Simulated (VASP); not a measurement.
Runs of VASP 6.6.1 on ZnS. The structure is that of space group P6_3mc (No. 186), or close to it. The cells are those of the table. 

| task | level | potentials or basis | cell | k mesh | cutoff (eV) | smearing | gap on the mesh (eV) | pressure (GPa) | largest force (eV/Å) |
| --- | --- | --- | --- | --- | --- | --- | --- | --- | --- |
| single point | PBEsol | VASP PAW PBE potentials, release 64 (Zn, S) | a = 3.782, b = 3.782, c = 6.208 Å, angles 90.0, 90.0, 120.0°, 4 atoms | 9 × 9 × 6 | 520 | gaussian 0.02 eV | (a) | 0.2 | - |
| single point | LDA | VASP PAW LDA potentials, release 64 (Zn, S) | a = 3.782, b = 3.782, c = 6.208 Å, angles 90.0, 90.0, 120.0°, 4 atoms | 9 × 9 × 6 | 520 | gaussian 0.02 eV | 2.07 | -2.5 | (c) |
| single point | PBEsol | VASP PAW PBE potentials, release 64 (Zn, S) | a = 3.821, b = 3.821, c = 6.202 Å, angles 90.0, 90.0, 120.0°, 4 atoms | 6 × 6 × 4 | 520 | gaussian 0.1 eV | (b) | -1.2 | 0.04 |
| relaxation of cell and atoms | PBEsol | VASP PAW PBE potentials, release 64 (Zn, S) | relaxed from a = 3.821, b = 3.821, c = 6.202 Å, angles 90.0, 90.0, 120.0°, 4 atoms | 9 × 9 × 6 | 600 | gaussian 0.02 eV | 2.15 | 0.0 | - |

Alike in all rows: no spin polarisation.

**Question.** Fill in the values left out.

**Answer.** (a) 2.16; (b) 2.10; (c) 0.01.

Caveats: the PAW data sets were made with another functional, which shifts forces and pressure a little (some runs).

